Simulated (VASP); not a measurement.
## Pd: electric field gradients with LDA

Pd:

```xyz
1
Lattice="0.0000 1.9449 1.9449 1.9449 0.0000 1.9449 1.9449 1.9449 0.0000" Properties=species:S:1:pos:R:3 pbc="T T T"
Pd    0.0000    0.0000    0.0000
```

| Property | Result |
| --- | --- |
| Program | VASP 6.6.1 |
| Task | electric field gradients |
| Functional | LDA |
| Potentials or basis | VASP PAW LDA potentials, release 64 (Pd) |
| Cutoff | 520 eV |
| k mesh | 18 × 18 × 18 |
| Occupations | fermi-dirac, width 0.05 eV |
| Spin | no spin polarisation |
| Dipole correction | no |
| Further INCAR settings | ALGO = Normal; EDIFF = 1e-08; NBANDS = 11 |

```
Pressure                                : -7.8 GPa
Band gap on the k mesh                  : zero (bands 5 and 6 overlap by 1.59 eV)
Largest electric field gradient by atom : zero within the noise of the run
```

Levels at points of the mesh, in eV from the Fermi level:
```tsv
k point	band 1	band 2	band 3	band 4	band 5	band 6	band 7	band 8	band 9	band 10
(0.00, 0.00, 0.00)	-7.26	-2.89	-2.89	-2.89	-1.23	-1.23	17.13	21.86	21.86	21.86
(0.50, 0.00, 0.00)	-5.38	-2.92	-2.92	-0.02	-0.02	0.93	7.26	16.50	20.94	20.94
(0.50, 0.50, 0.00)	-5.45	-5.18	-0.04	0.29	0.29	3.24	10.73	13.07	13.07	21.55
```

Run time: 34 s on 1 thread of Intel Xeon 8259CL, with other jobs on the host, peak memory 0.14 GiB.

Caveat: the cell stands under tension.
